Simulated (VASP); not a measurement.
Wanted: the native input for a VASP 6.6.1 run.

```
Task                   : single point
Functional             : PBE
Potentials or basis    : VASP PAW PBE potentials, release 64 (Ga_d, Ge_d, O)
Cutoff                 : 520 eV
k mesh                 : 12 × 12 × 2
Occupations            : gaussian, width 0.2 eV
Spin                   : no spin polarisation
Dipole correction      : no
Further INCAR settings : ALGO = Normal; EDIFF = 1e-07; NBANDS = 45
```

The structure of Ga2Ge2O3 lies in POSCAR:

```
Ga2Ge2O3
1.0
    3.0442222105      0.0113987423      0.0061443580
   -1.5120856820      2.6507256421      0.0045342872
    0.0304200828      0.0432905008     14.5692231680
Ga Ge O
2 2 3
Direct
    0.7761675237      0.9123013026      0.0978522917
    0.4558786107      0.2448727852      0.8861131938
    0.5610925955      0.2053053972      0.4552011621
    0.1901681353      0.5639783700      0.6119827314
    1.1089494819      0.5756614662      0.1445956699
    0.1239453635      0.5816753904      0.8318238303
   -0.2162017106     -0.0837947115     -0.0275688794
```

One way to write it, as run:

INCAR

```
SYSTEM = Ga2Ge2O3
PREC = Accurate ; ENCUT = 520
EDIFF = 1E-7 ; ISMEAR = 0
SIGMA = 0.2 ; LREAL = .FALSE.
LASPH = .TRUE. ; NELM = 60
ALGO = Normal ; ISIF = 2
LWAVE = .FALSE. ; LCHARG = .TRUE.
GGA = PE ; LELF = .TRUE.
LVHAR = .TRUE. ; NBANDS = 45
```

KPOINTS

```
Automatic mesh
0
G
  12 12 2
  0 0 0
```

Potentials or basis: VASP PAW PBE potentials, release 64 (Ga_d, Ge_d, O).

Run with:

```bash
$ cat potpaw_PBE.64/Ga_d/POTCAR potpaw_PBE.64/Ge_d/POTCAR potpaw_PBE.64/O/POTCAR > POTCAR
$ mpirun -np 1 vasp_std > vasp.out
```

It gave:

* Pressure: 0.4 GPa
* Largest force: 0.056 eV/Å
* Band gap on the k mesh: zero (bands 36 and 37 overlap by 2.72 eV)

Wall time 11 min on 1 thread of Intel(R) Xeon(R) Platinum 8488C (Sapphire Rapids) (shared host), peak memory 0.7 GiB.
